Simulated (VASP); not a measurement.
Set up this calculation in VASP 6.6.1, as the native input.

```
Task                   : electric field gradients
Functional             : PBE
Potentials or basis    : VASP PAW PBE potentials, release 64 (Ta_pv, N)
Cutoff                 : 520 eV
k mesh                 : 9 × 9 × 9
Occupations            : fermi-dirac, width 0.02 eV
Spin                   : no spin polarisation
Dipole correction      : no
Further INCAR settings : ALGO = Normal; EDIFF = 1e-08; NBANDS = 15
```

The structure of TaN lies in POSCAR:

```
TaN
1.0
    0.0000000000      2.1790000000      2.2443700000
    2.1790000000      0.0000000000      2.2443700000
    2.1790000000      2.1790000000      0.0000000000
Ta N
1 1
Direct
    0.5000000000      0.5000000000      0.5000000000
    0.0000000000      0.0000000000      0.0000000000
```

This cell differs from its parent crystal: zz strain of +3 %.

The input as run:

INCAR

```
SYSTEM = TaN
PREC = Accurate ; ENCUT = 520
EDIFF = 1E-8 ; ISMEAR = -1
SIGMA = 0.02 ; LREAL = .FALSE.
LASPH = .TRUE. ; NELM = 80
ALGO = Normal ; ISIF = 2
LWAVE = .FALSE. ; LCHARG = .FALSE.
GGA = PE ; LEFG = .TRUE.
NBANDS = 15
```

KPOINTS

```
Automatic mesh
0
G
  9 9 9
  0 0 0
```

Potentials or basis: VASP PAW PBE potentials, release 64 (Ta_pv, N).

The run is started by

```sh
$ cat potpaw_PBE.64/Ta_pv/POTCAR potpaw_PBE.64/N/POTCAR > POTCAR
$ mpirun -np 1 vasp_std > vasp.out
```

Results of the run:

| Quantity | Value |
| --- | --- |
| Pressure | 5.1 GPa |
| Band gap on the k mesh | zero (band 8 reaches 11.06 eV, above the bottom of band 9 at 7.55 eV) |

Caveat: the cell differs from its parent crystal (zz strain of +3 %); without QUAD_EFG the Cq values of the log hold for a quadrupole moment of 1 mb, not for the nuclei; spin-orbit coupling is left out, which moves the levels of the heavy elements.

Run time: 42 s on 1 thread of AMD EPYC 7R13 (shared host), peak memory 0.13 GiB.
